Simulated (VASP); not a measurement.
A run of VASP 6.6.1:

INCAR

```
SYSTEM = Mn
  ALGO = Normal
  EDIFF = 1E-6
  ENCUT = 520
  GGA = PE
  ISIF = 2
  ISMEAR = 0
  LASPH = .TRUE.
  LCHARG = .TRUE.
  LMAXMIX = 4
  LNONCOLLINEAR = .TRUE.
  LORBIT = 11
  LREAL = .FALSE.
  LVHAR = .TRUE.
  LWAVE = .FALSE.
  MAGMOM = 0 0 2 0 0 -2
  NBANDS = 38
  NELM = 150
  PREC = Accurate
  SIGMA = 0.1
```

Contents of KPOINTS:

```
k-points
0
G
  4 4 4
  0 0 0
```

File POSCAR:

```
Mn
1.0
    2.8000000000      0.0000000000      0.0000000000
    0.0000000000      2.8000000000      0.0000000000
    0.0000000000      0.0000000000      2.8000000000
Mn
2
Direct
    0.0000000000      0.0000000000      0.0000000000
    0.5000000000      0.5000000000      0.5000000000
```

Potentials or basis: VASP PAW PBE potentials, release 64 (Mn_pv).

Run with:

```bash
$ cat potpaw_PBE.64/Mn_pv/POTCAR > POTCAR
$ mpirun -np 1 vasp_ncl > vasp.out
```

Hardware: 1 thread of Intel(R) Xeon(R) 6975P-C (Granite Rapids) (shared host).

Problem. How long does it take, and how much memory?

Solution. It took 19 s on 1 thread of Intel(R) Xeon(R) 6975P-C (Granite Rapids), on a shared host, peak memory 0.2 GiB. Counts: scf iterations 18, k points 18.
